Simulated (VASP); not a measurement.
Si5PdW:

```
CELL_PARAMETERS angstrom
3.78739 0.00000 0.00000
0.00000 3.78739 0.00000
0.00000 0.00000 6.55734
ATOMIC_POSITIONS crystal
Si 0.50000 0.00000 0.81448
Si 0.50000 0.00000 0.18552
Si 0.00000 0.50000 0.81448
Si 0.00000 0.50000 0.18552
Si 0.00000 0.00000 0.50000
Pd 0.00000 0.00000 0.00000
W 0.50000 0.50000 0.50000
```

The cell was built from a structure type or drawn by symmetry, and may not be a known phase.

```yaml
Program: VASP 6.6.1
Task: relaxation of cell and atoms
Functional: PBE
Potentials_or_basis: VASP PAW PBE potentials, release 64 (Si, Pd, W_sv)
Cutoff: 600 eV
k_mesh: 4 × 4 × 3
Occupations: gaussian, width 0.2 eV
Spin: no spin polarisation
```

At the start: pressure 30.9 GPa; volume 13.44 Å³/atom.

Where does the relaxation end?

Over 10 steps the energy falls by 524.1 meV/atom and the volume is 15.04 Å³/atom (+12.0 %); space group P4/mmm (No. 123, to 0.1 Å) before and after.

Step by step:
```
step  energy change (eV)  largest force (eV/Å)  pressure (GPa)  volume (Å³)
   1              0.0000                4.9510           30.90        94.06
   2             -1.2039                0.6525          -19.07       133.94
   3             -2.5961                1.5868           -7.72       113.46
   4             -2.6022                1.6635           -6.77       112.53
   5             -3.3207                1.0843           -1.68       106.76
   6             -3.5415                0.2292            5.78       101.52
   7             -3.5451                0.3486            4.76       102.12
   8             -3.6497                0.2068           -1.26       106.39
   9             -3.6554                0.1181           -0.27       105.56
  10             -3.6685                0.0791           -0.11       105.31
```

Final structure:
```yaml
crystal:
  lattice:
    - [3.84717, 0.00000, 0.00000]
    - [0.00000, 3.84717, 0.00000]
    - [0.00000, 0.00000, 7.11544]
  atoms:
    - { symbol: Si, position: [0.50000, 0.00000, 0.76273] }
    - { symbol: Si, position: [0.50000, 0.00000, 0.23727] }
    - { symbol: Si, position: [0.00000, 0.50000, 0.76273] }
    - { symbol: Si, position: [0.00000, 0.50000, 0.23727] }
    - { symbol: Si, position: [0.00000, 0.00000, 0.50000] }
    - { symbol: Pd, position: [0.00000, 0.00000, 0.00000] }
    - { symbol: W, position: [0.50000, 0.50000, 0.50000] }
```

Caveat: the k points lie up to 0.41 Å⁻¹ apart in the final cell, too coarse for converged energies and pressures of a metal; the relaxation stopped at a loose force limit of 0.08 eV/Å, so its end isn't a converged minimum.
